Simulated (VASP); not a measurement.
Write the native input for VASP 6.6.1 that does the following.

* Task: electric field gradients
* Functional: r2SCAN
* Potentials or basis: VASP PAW PBE potentials, release 64 (Li_sv)
* Cutoff: 520 eV
* k mesh: 13 × 13 × 13
* Occupations: fermi-dirac, width 0.05 eV
* Spin: no spin polarisation
* Dipole correction: no
* Further INCAR settings: ALGO = Normal; EDIFF = 1e-08; NBANDS = 8

Crystal: Li.

```
CELL_PARAMETERS angstrom
-1.72635 1.72635 1.72635
1.72635 -1.72635 1.72635
1.72635 1.72635 -1.72635
ATOMIC_POSITIONS crystal
Li 0.00000 0.00000 0.00000
```

This cell differs from its parent crystal: functional r2scan, volume scaled by 0.96.

One way to write it, as run:

POSCAR

```
Li
1.0
   -1.7263484520      1.7263484520      1.7263484520
    1.7263484520     -1.7263484520      1.7263484520
    1.7263484520      1.7263484520     -1.7263484520
Li
1
Direct
    0.0000000000      0.0000000000      0.0000000000
```

INCAR.step1

```
SYSTEM = Li
PREC = Accurate ; ENCUT = 520
ISMEAR = -1 ; SIGMA = 0.05
LREAL = .FALSE. ; LASPH = .TRUE.
NELM = 100 ; NBANDS = 8
GGA = PE ; ALGO = Normal
EDIFF = 1E-4 ; LWAVE = .TRUE.
LCHARG = .FALSE.
```

INCAR.step2

```
SYSTEM = Li
PREC = Accurate ; ENCUT = 520
EDIFF = 1E-8 ; ISMEAR = -1
SIGMA = 0.05 ; LREAL = .FALSE.
LASPH = .TRUE. ; NELM = 100
ALGO = Normal ; ISIF = 2
LWAVE = .FALSE. ; LCHARG = .FALSE.
METAGGA = R2SCAN ; LMIXTAU = .TRUE.
LEFG = .TRUE. ; NBANDS = 8
ISTART = 1
```

KPOINTS

```
Automatic mesh
0
G
  13 13 13
  0 0 0
```

Potentials or basis: VASP PAW PBE potentials, release 64 (Li_sv).

The run is started by

```sh
$ cat potpaw_PBE.64/Li_sv/POTCAR > POTCAR
$ cp INCAR.step1 INCAR
$ mpirun -np 1 vasp_std > vasp.out
$ cp INCAR.step2 INCAR
$ mpirun -np 1 vasp_std > vasp.out
```

It took 53 s on 1 thread of AMD EPYC 9R45 96-Core Processor (Zen 5) (shared host), peak memory 0.1 GiB.
